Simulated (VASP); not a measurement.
CuP:

```xyz
2
Lattice="0.0000 2.5592 2.5592 2.5592 0.0000 2.5592 2.5592 2.5592 0.0000" Properties=species:S:1:pos:R:3 pbc="T T T"
Cu    0.0000    0.0000    0.0000
P     3.8387    3.8387    3.8387
```

```yaml
Program: VASP 6.6.1
Task: relaxation of cell and atoms
Functional: PBE
Potentials_or_basis: VASP PAW PBE potentials, release 64 (Cu, P)
Cutoff: 600 eV
k_mesh: 6 × 6 × 6
Occupations: gaussian, width 0.1 eV
Spin: no spin polarisation
```

At the start: pressure 6.1 GPa; volume 16.76 Å³/atom.

**Question.** How do energy, volume and symmetry change on relaxing?

**Answer.** Over 3 steps the energy falls by 14.9 meV/atom and the volume is 17.64 Å³/atom (+5.3 %); space group F-43m (No. 216, to 0.05 Å).

Step by step:
```tsv
step	energy change (eV)	largest force (eV/Å)	pressure (GPa)	volume (Å³)
1	0.0000	0.0000	6.15	33.52
2	-0.0165	0.0000	-2.81	36.74
3	-0.0299	0.0000	0.30	35.29
```

Final structure:
```xyz
2
Lattice="0.0000 2.6033 2.6033 2.6033 0.0000 2.6033 2.6033 2.6033 0.0000" Properties=species:S:1:pos:R:3 pbc="T T T"
Cu    0.0000    0.0000    0.0000
P     3.9049    3.9049    3.9049
```
